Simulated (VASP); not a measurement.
# H2 in VASP: a series of runs

H2 is run at these levels: LDA; tasks: single point, relaxation of the atoms.

Program: VASP 6.6.1. These are calculated values, not measurements. Logs are shortened: lines on timing, memory, paths and dates and some standing lists are left out, and cuts for length are marked.

## (1) The cell of the first run

The cell holds a molecule in a box, 2 atoms: a = 9.000 Å, b = 9.500 Å, c = 10.000 Å, α = 90.00°, β = 90.00°, γ = 90.00°.

## (2) Single point, LDA

INCAR reads:

```
SYSTEM = H
ALGO = Normal
EDIFF = 1E-6
ENCUT = 520
ISIF = 2
ISMEAR = 0
LASPH = .True.
LCHARG = .False.
LREAL = .False.
LWAVE = .False.
NBANDS = 8
NELM = 80
PREC = Accurate
SIGMA = 0.02
```

KPOINTS reads:

```
k-points
0
Gamma
  1 1 1
  0 0 0
```

POSCAR reads:

```
H
1.0
    9.0000000000      0.0000000000      0.0000000000
    0.0000000000      9.5000000000      0.0000000000
    0.0000000000      0.0000000000     10.0000000000
H
2
Direct
    0.5000000000      0.5000000000      0.4617826160
    0.5000000000      0.5000000000      0.5382173840
```

Potentials or basis: VASP PAW LDA potentials, release 64 (H).

Started as:

```bash
$ cat potpaw_LDA.64/H/POTCAR > POTCAR
$ mpirun -np 1 vasp_gam > vasp.out
```

OUTCAR:

```text
SYSTEM = H
   EDIFF = 1E-6
   ENCUT = 520
   ISIF = 2
   ISMEAR = 0
   LASPH = .True.
   LREAL = .False.
   NELM = 80
   PREC = Accurate

 ion  position               nearest neighbor table
   1  0.500  0.500  0.462-   2 0.76
   2  0.500  0.500  0.538-   1 0.76

  LATTYP: Found a simple orthorhombic cell.
 ALAT       =     9.0000000000
 B/A-ratio  =     1.0555555556
 C/A-ratio  =     1.1111111111

  Lattice vectors:

 A1 = (   9.0000000000,   0.0000000000,   0.0000000000)
 A2 = (   0.0000000000,   9.5000000000,   0.0000000000)
 A3 = (   0.0000000000,   0.0000000000,  10.0000000000)

Analysis of symmetry for initial positions (statically):
=====================================================================
 Subroutine PRICEL returns:
 Original cell was already a primitive cell.

 Routine SETGRP: Setting up the symmetry group for a
 simple orthorhombic supercell.

 Subroutine GETGRP returns: Found  8 space group operations
 (whereof  8 operations were pure point group operations)
 out of a pool of  8 trial point group operations.

The static configuration has the point symmetry D_2h.

Analysis of symmetry for dynamics (positions and initial velocities):
=====================================================================
 Subroutine PRICEL returns:
 Original cell was already a primitive cell.

 Routine SETGRP: Setting up the symmetry group for a
 simple orthorhombic supercell.

 Subroutine GETGRP returns: Found  8 space group operations
 (whereof  8 operations were pure point group operations)
 out of a pool of  8 trial point group operations.

The dynamic configuration has the point symmetry D_2h.

 Subroutine INISYM returns: Found  8 space group operations
 (whereof  8 operations are pure point group operations),
 and found     1 'primitive' translations

----------------------------------------------------------------------------------------

                                     Primitive cell

  volume of cell :     855.0000

  direct lattice vectors                    reciprocal lattice vectors
     9.000000000  0.000000000  0.000000000     0.111111111  0.000000000  0.000000000
     0.000000000  9.500000000  0.000000000     0.000000000  0.105263158  0.000000000
     0.000000000  0.000000000 10.000000000     0.000000000  0.000000000  0.100000000

  length of vectors
     9.000000000  9.500000000 10.000000000     0.111111111  0.105263158  0.100000000

  position of ions in fractional coordinates (direct lattice)
     0.500000000  0.500000000  0.461782616
     0.500000000  0.500000000  0.538217384

  ion indices of the primitive-cell ions
   primitive index   ion index
                 1           1
                 2           2

----------------------------------------------------------------------------------------

 KPOINTS: k-points

Automatic generation of k-mesh.
 Grid dimensions read from file:
 generate k-points for:    1    1    1

 Generating k-lattice:

  Cartesian coordinates                     Fractional coordinates (reciprocal lattice)
     0.111111111  0.000000000  0.000000000     1.000000000  0.000000000  0.000000000
     0.000000000  0.105263158  0.000000000     0.000000000  1.000000000  0.000000000
     0.000000000  0.000000000  0.100000000     0.000000000  0.000000000  1.000000000

  Length of vectors
     0.111111111  0.105263158  0.100000000

  Shift w.r.t. Gamma in fractional coordinates (k-lattice)
     0.000000000  0.000000000  0.000000000

 Subroutine IBZKPT returns following result:
 ===========================================

 Found      1 irreducible k-points:

 Following reciprocal coordinates:
            Coordinates               Weight
  0.000000  0.000000  0.000000      1.000000
   k-points           NKPTS =      1   k-points in BZ     NKDIM =      1   number of bands    NBANDS=      8
   number of dos      NEDOS =    301   number of ions     NIONS =      2
   total plane-waves  NPLWV = 403200
   dimension x,y,z NGX =    70 NGY =   72 NGZ =   80
   dimension x,y,z NGXF=   140 NGYF=  144 NGZF=  160
   ions per type =               2
   NGX,Y,Z   is equivalent  to a cutoff of  12.93, 12.60, 13.30 a.u.
   NGXF,Y,Z  is equivalent  to a cutoff of  25.86, 25.20, 26.60 a.u.
 SYSTEM =  H
   PREC   = accura    normal or accurate (medium, high low for compatibility)
   ISTART =      0    job   : 0-new  1-cont  2-samecut
   ICHARG =      2    charge: 1-file 2-atom 10-const
   ISPIN  =      1    spin polarized calculation?
   LNONCOLLINEAR =      F non collinear calculations
   LSORBIT =      F    spin-orbit coupling
   LASPH  =      T    aspherical Exc in radial PAW
   ENCUT  =  520.0 eV  38.22 Ry    6.18 a.u.  16.73 17.66 18.59*2*pi/ulx,y,z
   NELM   =     80;   NELMIN=  2; NELMDL= -5     # of ELM steps
   EDIFF  = 0.1E-05   stopping-criterion for ELM
   LREAL  =      F    real-space projection
   EDIFFG = 0.1E-04   stopping-criterion for IOM
   NSW    =      0    number of steps for IOM
   IBRION =     -1    ionic relax: 0-MD 1-quasi-New 2-CG
   NFREE  =      0    steps in history (QN), initial steepest desc. (CG)
   ISIF   =      2    stress and relaxation
   ISYM   =      2    0-nonsym 1-usesym 2-fastsym
   POTIM  = 0.5000    time-step for ionic-motion
   TEBEG  =    0.0;   TEEND  =   0.0 temperature during run
   PSTRESS=    0.0 pullay stress
   NELECT =       2.0000    total number of electrons
   NUPDOWN=      -1.0000    fix difference up-down
   EMIN   =  10.00;   EMAX   =-10.00  energy-range for DOS
   EFERMI =   0.00;   METHOD = LEGACY
   ISMEAR =     0;   SIGMA  =   0.02  broadening in eV -4-tet -1-fermi 0-gaus
   EFERMI_NEDOS =   21; number of points for ismear=-14 and -15
   IALGO  =     38    algorithm
   IMIX   =      4    mixing-type and parameters
     AMIX     =   0.40;   BMIX     =  1.00
     AMIX_MAG =   1.60;   BMIX_MAG =  1.00
  volume/ion in A,a.u.               =     427.50      2884.91
  Fermi-wavevector in a.u.,A,eV,Ry     =   0.217318  0.410672  0.642565  0.047227
  Thomas-Fermi vector in A             =   0.994036
   LORBIT       =      0    0 simple, 1 ext, 2 COOP (PROOUT), +10 PAW based schemes
   GGA     = CA    functional components
   LHFCALC =     F    Hartree Fock is set to
   AEXX    =    0.0000 exact exchange contribution
   IVDW    =     0    specifies the selected vdW correction
   LEPSILON=     F    determine dielectric tensor
   LRPA    =     F    only Hartree local field effects (RPA)
 non-spin polarized calculation
 Gauss-broadening in eV      SIGMA  =   0.02
  energy-cutoff  :      520.00
  volume of cell :      855.00
 maximum number of plane-waves:     11510
 NGX is ok and might be reduce to    70
   NGX = 33   NGY = 35   NGZ = 37

 number of electron       2.0000001 magnetization

 Free energy of the ion-electron system (eV)
  ---------------------------------------------------
  ext. energy  EPLUGINS =         0.00000000
  ---------------------------------------------------
  free energy    TOTEN  =        -6.69836030 eV

  energy without entropy =       -6.69836030  energy(sigma->0) =       -6.69836030

 E-fermi : -10.0113     XC(G=0):  -0.4200

 val. band max:      -10.1194967894   @ k =   0.0000   0.0000   0.0000
 cond. band min:      -0.1497411752   @ k =   0.0000   0.0000   0.0000
 fundamental gap:      9.9697556141
 Fermi energy:       -10.0112858826

 k-point     1 :       0.0000    0.0000    0.0000
  band No.  band energies     occupation
      1     -10.1195      2.00000
      2      -0.1497      0.00000
      3       0.3504      0.00000
      4       1.0674      0.00000
      5       1.1956      0.00000
      6       1.3766      0.00000
      7       1.5440      0.00000
      8       1.7392      0.00000

------------------------ aborting loop because EDIFF is reached ----------------------------------------

  FORCE on cell =-STRESS in cart. coord.  units (eV):
  Direction    XX          YY          ZZ          XY          YZ          ZX
  --------------------------------------------------------------------------------------
  -------------------------------------------------------------------------------------
  Total       -0.0263227     -0.0255841      0.0028557      0.0000000      0.0000000      0.0000000
  in kB       -0.0493260     -0.0479419      0.0053512      0.0000000      0.0000000      0.0000000
  external PRESSURE =      -0.0306389 kB  Pullay stress =       0.0000000 kB

 VOLUME and BASIS-vectors are now :
 -----------------------------------------------------------------------------
  energy-cutoff  :      520.00
  volume of cell :      855.00
      direct lattice vectors                 reciprocal lattice vectors
     9.000000000  0.000000000  0.000000000     0.111111111  0.000000000  0.000000000
     0.000000000  9.500000000  0.000000000     0.000000000  0.105263158  0.000000000
     0.000000000  0.000000000 10.000000000     0.000000000  0.000000000  0.100000000

 POSITION                                       TOTAL-FORCE (eV/Angst)
 -----------------------------------------------------------------------------------
      4.50000      4.75000      4.61783         0.000000      0.000000     -0.044596
      4.50000      4.75000      5.38217         0.000000      0.000000      0.044596
 -----------------------------------------------------------------------------------
    total drift:                                0.000000      0.000000      0.000000

  FREE ENERGIE OF THE ION-ELECTRON SYSTEM (eV)
  ---------------------------------------------------
  free  energy   TOTEN  =        -6.6983603030 eV

  energy  without entropy=       -6.6983603030  energy(sigma->0) =       -6.69836030
```

Run time: 9.8 s. Hardware: 1 thread of Intel Xeon 6975P-C (Granite Rapids), shared host; peak memory 0.48 GiB.

What came out:

```yaml
Free_energy: -6.6984 eV
Largest_force: 0.045 eV/Å
Gap_between_the_frontier_levels: 9.97 eV
```

Forces in eV/Å, atoms in the order of the input:
```
H    0.000  0.000 -0.045
H    0.000  0.000  0.045
```

Levels at points of the mesh, in eV from the valence-band top:
```tsv
k point	band 1	band 2	band 3	band 4	band 5
(0.00, 0.00, 0.00)	0.00	9.97	10.47	11.19	11.32
```

## (3) Relaxation of the atoms, LDA

INCAR reads:

```
PREC = Accurate ; ENCUT = 520
EDIFF = 1E-6 ; ISMEAR = 0
SIGMA = 0.02 ; LREAL = F
LASPH = T ; NELM = 80
ALGO = Normal ; ISIF = 2
LWAVE = F ; LCHARG = F
GGA = CA ; IBRION = 2
NSW = 80 ; EDIFFG = -0.03
```

KPOINTS reads:

```
regular mesh
0
Gamma
  1 1 1
```

POSCAR reads:

```
H
1.0
    9.0000000000      0.0000000000      0.0000000000
    0.0000000000      9.5000000000      0.0000000000
    0.0000000000      0.0000000000     10.0000000000
H
2
Direct
    0.5000000000      0.5000000000      0.4625000000
    0.5000000000      0.5000000000      0.5375000000
```

Potentials or basis: VASP PAW LDA potentials, release 64 (H).

Started as:

```bash
$ cat potpaw_LDA.64/H/POTCAR > POTCAR
$ mpirun -np 1 vasp_gam > vasp.out
```

OUTCAR:

```text
PREC = Accurate
   ENCUT = 520
   EDIFF = 1E-6
   ISMEAR = 0
   LREAL = F
   LASPH = T
   NELM = 80
   ISIF = 2
   GGA = CA
   IBRION = 2
   NSW = 80
   EDIFFG = -0.03

 ion  position               nearest neighbor table
   1  0.500  0.500  0.462-   2 0.75
   2  0.500  0.500  0.538-   1 0.75

  LATTYP: Found a simple orthorhombic cell.
 ALAT       =     9.0000000000
 B/A-ratio  =     1.0555555556
 C/A-ratio  =     1.1111111111

  Lattice vectors:

 A1 = (   9.0000000000,   0.0000000000,   0.0000000000)
 A2 = (   0.0000000000,   9.5000000000,   0.0000000000)
 A3 = (   0.0000000000,   0.0000000000,  10.0000000000)

Analysis of symmetry for initial positions (statically):
=====================================================================
 Subroutine PRICEL returns:
 Original cell was already a primitive cell.

 Routine SETGRP: Setting up the symmetry group for a
 simple orthorhombic supercell.

 Subroutine GETGRP returns: Found  8 space group operations
 (whereof  8 operations were pure point group operations)
 out of a pool of  8 trial point group operations.

The static configuration has the point symmetry D_2h.

Analysis of symmetry for dynamics (positions and initial velocities):
=====================================================================
 Subroutine PRICEL returns:
 Original cell was already a primitive cell.

 Routine SETGRP: Setting up the symmetry group for a
 simple orthorhombic supercell.

 Subroutine GETGRP returns: Found  8 space group operations
 (whereof  8 operations were pure point group operations)
 out of a pool of  8 trial point group operations.

The dynamic configuration has the point symmetry D_2h.

 Subroutine INISYM returns: Found  8 space group operations
 (whereof  8 operations are pure point group operations),
 and found     1 'primitive' translations

[... 91 lines left out ...]
  volume/ion in A,a.u.               =     427.50      2884.91
  Fermi-wavevector in a.u.,A,eV,Ry     =   0.217318  0.410672  0.642565  0.047227
  Thomas-Fermi vector in A             =   0.994036
   LORBIT       =      0    0 simple, 1 ext, 2 COOP (PROOUT), +10 PAW based schemes
   GGA     = CA    functional components
   LHFCALC =     F    Hartree Fock is set to
   AEXX    =    0.0000 exact exchange contribution
   IVDW    =     0    specifies the selected vdW correction
   LEPSILON=     F    determine dielectric tensor
   LRPA    =     F    only Hartree local field effects (RPA)
 conjugate gradient relaxation of ions
 non-spin polarized calculation
 Gauss-broadening in eV      SIGMA  =   0.02
  energy-cutoff  :      520.00
  volume of cell :      855.00
 maximum number of plane-waves:     11510
 NGX is ok and might be reduce to    70
   NGX = 33   NGY = 35   NGZ = 37

--------------------------------------- Ionic step        1  -------------------------------------------

 number of electron       2.0000001 magnetization

 Free energy of the ion-electron system (eV)
  ---------------------------------------------------
  ext. energy  EPLUGINS =         0.00000000
  ---------------------------------------------------
  free energy    TOTEN  =        -6.69427020 eV

  energy without entropy =       -6.69427020  energy(sigma->0) =       -6.69427020

------------------------ aborting loop because EDIFF is reached ----------------------------------------

  FORCE on cell =-STRESS in cart. coord.  units (eV):
  Direction    XX          YY          ZZ          XY          YZ          ZX
  --------------------------------------------------------------------------------------
  -------------------------------------------------------------------------------------
  Total       -0.0269118     -0.0261960      0.3669250     -0.0000000      0.0000000      0.0000000
  in kB       -0.0504299     -0.0490885      0.6875777     -0.0000000      0.0000000      0.0000000
  external PRESSURE =       0.1960198 kB  Pullay stress =       0.0000000 kB
[... 23 lines left out ...]
--------------------------------------- Ionic step        2  -------------------------------------------

 number of electron       2.0000000 magnetization

 E-fermi :  -9.8505     XC(G=0):  -0.4361

 val. band max:       -9.9520143331   @ k =   0.0000   0.0000   0.0000
 cond. band min:      -0.1590910178   @ k =   0.0000   0.0000   0.0000
 fundamental gap:      9.7929233153
 Fermi energy:        -9.8505022869

 k-point     1 :       0.0000    0.0000    0.0000
  band No.  band energies     occupation
      1      -9.9520      2.00000
      2      -0.1591      0.00000
      3       0.2182      0.00000
      4       1.0449      0.00000
      5       1.1726      0.00000
[... 33 lines left out ...]
--------------------------------------- Ionic step        3  -------------------------------------------

 number of electron       2.0000000 magnetization

 Free energy of the ion-electron system (eV)
  ---------------------------------------------------
  ext. energy  EPLUGINS =         0.00000000
  ---------------------------------------------------
  free energy    TOTEN  =        -6.69839141 eV

  energy without entropy =       -6.69839141  energy(sigma->0) =       -6.69839141

 E-fermi : -10.0096     XC(G=0):  -0.4169

 val. band max:      -10.1127496382   @ k =   0.0000   0.0000   0.0000
 cond. band min:      -0.1466879592   @ k =   0.0000   0.0000   0.0000
 fundamental gap:      9.9660616790
 Fermi energy:       -10.0095703534

 k-point     1 :       0.0000    0.0000    0.0000
  band No.  band energies     occupation
      1     -10.1127      2.00000
      2      -0.1467      0.00000
      3       0.3453      0.00000
      4       1.0661      0.00000
      5       1.1946      0.00000
[... 27 lines left out ...]
  FREE ENERGIE OF THE ION-ELECTRON SYSTEM (eV)
  ---------------------------------------------------
  free  energy   TOTEN  =        -6.6983914109 eV

  energy  without entropy=       -6.6983914109  energy(sigma->0) =       -6.69839141

 reached required accuracy - stopping structural energy minimisation
```

OSZICAR:

```text
N       E                     dE             d eps       ncg     rms          rms(c)
DAV:   1     0.211724248276E+01    0.21172E+01   -0.45033E+02    10   0.188E+02
DAV:   2    -0.685899358724E+01   -0.89762E+01   -0.89762E+01    10   0.494E+01
DAV:   3    -0.745310292670E+01   -0.59411E+00   -0.59411E+00    20   0.179E+01
[... 34 lines left out ...]
DAV:   7    -0.669837820321E+01   -0.12393E-04   -0.68106E-07    10   0.292E-03    0.287E-04
DAV:   8    -0.669838796291E+01   -0.97597E-05   -0.52722E-07    10   0.271E-03    0.124E-04
DAV:   9    -0.669838995512E+01   -0.19922E-05   -0.29286E-08    10   0.711E-04    0.117E-04
DAV:  10    -0.669839120362E+01   -0.12485E-05   -0.35454E-08    10   0.704E-04    0.210E-05
DAV:  11    -0.669839141092E+01   -0.20730E-06   -0.57326E-09    10   0.296E-04
   3 F= -.66983914E+01 E0= -.66983914E+01  d E =-.412121E-02
```

Run time: 19 s. Hardware: 1 thread of Intel Xeon 6975P-C (Granite Rapids), shared host; peak memory 0.5 GiB.

What came out:

| Item | Value |
| --- | --- |
| Free energy | -6.6984 eV |
| Energy gained by relaxing | 2.1 meV/atom |
| Ionic steps | 3 |
| Gap between the frontier levels | 9.97 eV |

The path:
```tsv
step	energy change (eV)	largest force (eV/Å)	pressure (GPa)
1	0.0000	0.5327	0.02
2	0.0149	1.0290	-0.06
3	-0.0041	0.0012	-0.01
```

Final structure:
```yaml
crystal:
  lattice:
    - [9.00000, 0.00000, 0.00000]
    - [0.00000, 9.50000, 0.00000]
    - [0.00000, 0.00000, 10.00000]
  atoms:
    - { symbol: H, position: [0.50000, 0.50000, 0.46171] }
    - { symbol: H, position: [0.50000, 0.50000, 0.53829] }
```
